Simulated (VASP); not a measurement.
A run of VASP 6.6.1 is set up as follows.

Contents of INCAR:

```
SYSTEM = K
  PREC = Accurate
  ENCUT = 520
  EDIFF = 1E-6
  ISMEAR = -1
  SIGMA = 0.05
  LREAL = .FALSE.
  LASPH = .TRUE.
  NELM = 80
  ALGO = Normal
  ISIF = 2
  LWAVE = .FALSE.
  LCHARG = .TRUE.
  GGA = CA
  LELF = .TRUE.
  LVHAR = .TRUE.
  NBANDS = 10
```

Contents of KPOINTS:

```
Automatic mesh
0
G
  10 10 10
  0 0 0
```

The input POSCAR:

```
K
1.0
    0.0000000000      3.3918728180      3.3918728180
    3.3918728180      0.0000000000      3.3918728180
    3.3918728180      3.3918728180      0.0000000000
K
1
Direct
    0.0000000000      0.0000000000      0.0000000000
```

Potentials or basis: VASP PAW LDA potentials, release 64 (K_sv).

Command:

```sh
$ cat potpaw_LDA.64/K_sv/POTCAR > POTCAR
$ mpirun -np 1 vasp_std > vasp.out
```

Q: Predict the pressure.

A: -0.6 GPa.

Q: Predict the band gap on the k mesh.

A: Zero (an odd number of electrons rules out a gap without spin polarisation).
